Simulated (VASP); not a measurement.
Write the native input for VASP 6.6.1 that does the following.

```yaml
Task: single point
Functional: r2SCAN
Potentials_or_basis: VASP PAW PBE potentials, release 64 (W_sv, Se)
Cutoff: 520 eV
k_mesh: 12 × 12 × 2
Occupations: gaussian, width 0.02 eV
Spin: no spin polarisation
Dipole_correction: no
Further_INCAR_settings: ALGO = Normal; EDIFF = 1e-06; NBANDS = 20
```

System: WSe2, a slab with vacuum.

```
CELL_PARAMETERS angstrom
3.18179 0.00000 0.00000
-1.59089 2.75551 0.00000
0.00000 0.00000 17.05848
ATOMIC_POSITIONS crystal
W 0.00000 0.00000 0.00000
Se 0.33333 0.66667 0.09995
Se 0.33333 0.66667 0.90005
```

This cell differs from its parent crystal: biaxial strain in the a-b plane: -4.0 %.

The input as run:

POSCAR

```
WSe2
1.0
    3.1817890618      0.0000000000      0.0000000000
   -1.5908945309      2.7555101570      0.0000000000
    0.0000000000      0.0000000000     17.0584842176
W Se
1 2
Direct
    0.0000000000      0.0000000000      0.0000000000
    0.3333333333      0.6666666667      0.0999524282
    0.3333333333      0.6666666667      0.9000475718
```

INCAR.step1

```
SYSTEM = WSe2
ALGO     = Normal         ! electronic algorithm
EDIFF    = 1E-4           ! SCF threshold, eV
ENCUT    = 520            ! plane-wave cutoff, eV
GGA      = PE             ! functional
ISMEAR   = 0              ! smearing method
LASPH    = .True.         ! aspherical terms in the spheres
LCHARG   = .False.        ! write CHGCAR
LREAL    = .False.        ! projectors in reciprocal space
LWAVE    = .True.         ! write WAVECAR
NBANDS   = 20             ! bands
NELM     = 100            ! most SCF steps
PREC     = Accurate       ! precision mode
SIGMA    = 0.02           ! smearing width, eV
```

INCAR.step2

```
SYSTEM = WSe2
ALGO     = Normal         ! electronic algorithm
EDIFF    = 1E-6           ! SCF threshold, eV
ENCUT    = 520            ! plane-wave cutoff, eV
ISIF     = 2              ! what is computed and relaxed
ISMEAR   = 0              ! smearing method
ISTART   = 1            
LASPH    = .True.         ! aspherical terms in the spheres
LCHARG   = .False.        ! write CHGCAR
LMIXTAU  = .True.       
LREAL    = .False.        ! projectors in reciprocal space
LWAVE    = .False.        ! write WAVECAR
METAGGA  = R2SCAN         ! meta-GGA
NBANDS   = 20             ! bands
NELM     = 100            ! most SCF steps
PREC     = Accurate       ! precision mode
SIGMA    = 0.02           ! smearing width, eV
```

KPOINTS

```
k-points
0
Gamma
  12 12 2
  0 0 0
```

Potentials or basis: VASP PAW PBE potentials, release 64 (W_sv, Se).

The run is started by

```sh
$ cat potpaw_PBE.64/W_sv/POTCAR potpaw_PBE.64/Se/POTCAR > POTCAR
$ cp INCAR.step1 INCAR
$ mpirun -np 1 vasp_std > vasp.out
$ cp INCAR.step2 INCAR
$ mpirun -np 1 vasp_std > vasp.out
```

Results of the run:

```json
{
 "Largest force": "0.155 eV/Å",
 "Band gap on the k mesh": "1.70 eV (least direct gap 2.23 eV)"
}
```

Caveat: the cell differs from its parent crystal (biaxial strain in the a-b plane: -4.0 %); there is no dipole correction, which matters where the two faces differ; the PAW data sets were made with another functional, which shifts forces and pressure a little; spin-orbit coupling is left out, which moves the levels of the heavy elements.

Wall time 15 min on 1 thread of Intel Xeon 8259CL, with other jobs on the host, peak memory 0.36 GiB.
